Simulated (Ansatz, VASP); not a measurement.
**WC: VASP beside Ansatz**

```
W C
1.0
     2.89841    0.00000    0.00000
    -1.44921    2.51010    0.00000
     0.00000    0.00000    2.82761
W C
1 1
Direct
  0.07006 0.08696 0.06747
  0.59661 0.24637 0.43253
```

Change from the starting cell: all atoms moved at random, sigma 0.4 Å a component; relaxed back.

Alike in both runs: task relaxation of cell and atoms; functional PBEsol; k mesh 12 × 12 × 12; occupations gaussian, width 0.15 eV; no spin polarisation.

|  | VASP | Ansatz |
| --- | --- | --- |
| version | VASP 6.6.1 | Ansatz 0.2.0 |
| potentials or method | VASP PAW PBE potentials, release 64 (W_sv, C), cutoff 600 eV | scalar-relativistic, plane waves, PAW |
| valence electrons in the cell | 18 | 18 |

```tsv
	VASP	Ansatz	Ansatz less VASP
gap on the k mesh at the Fermi level, each at its own relaxed structure (eV)	none	none	-
relaxed volume (Å³/atom)	10.32	10.29	-0.032
relaxed cell length with the largest relative difference (Å)	2.831	2.828	-0.0035
```

VASP's potentials were made for PBE, not for PBEsol. A gap of «none» marks a metal or a gap that the smearing closes.

Spin-orbit coupling is off throughout.
